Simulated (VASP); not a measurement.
Runs of VASP 6.6.1 on MgS. The structure is that of space group Fm-3m (No. 225), or close to it. The cells are those of the table. 

```csv
level,cell,grid for exact exchange (PRECFOCK),screening parameter,gap on the mesh (eV),pressure (GPa)
HSE06,"a = 3.863 Å, angles 60.0°, 2 atoms",Normal,0.2079 1/Å,3.38,-9.2
HSE06,"a = 3.495 Å, angles 60.0°, 2 atoms",Normal,0.2079 1/Å,4.11,(c)
PBE,"a = 3.679 Å, angles 60.3°, 2 atoms",-,-,2.71,0.3
HSE06,"a = 3.679 Å, angles 60.0°, 2 atoms",Normal,0.2079 1/Å,3.75,-0.7
PBE,"a = 3.679 Å, angles 60.0°, 2 atoms",-,-,(b),0.9
PBE,"a = 3.863 Å, angles 60.0°, 2 atoms",-,-,2.44,-7.6
PBE,"a = 3.495 Å, angles 60.0°, 2 atoms",-,-,(a),17.4
```

Alike in all rows: task single point; potentials or basis VASP PAW PBE potentials, release 64 (Mg, S); no spin polarisation; k mesh 6 × 6 × 6; cutoff (eV) 520; smearing gaussian 0.01 eV.

Question: Estimate the missing entries.

Answer: (a) 3.09; (b) 2.77; (c) 15.8.

Caveats: the PAW data sets were made with another functional, which shifts forces and pressure a little (some runs).

A k mesh can miss the band edges.
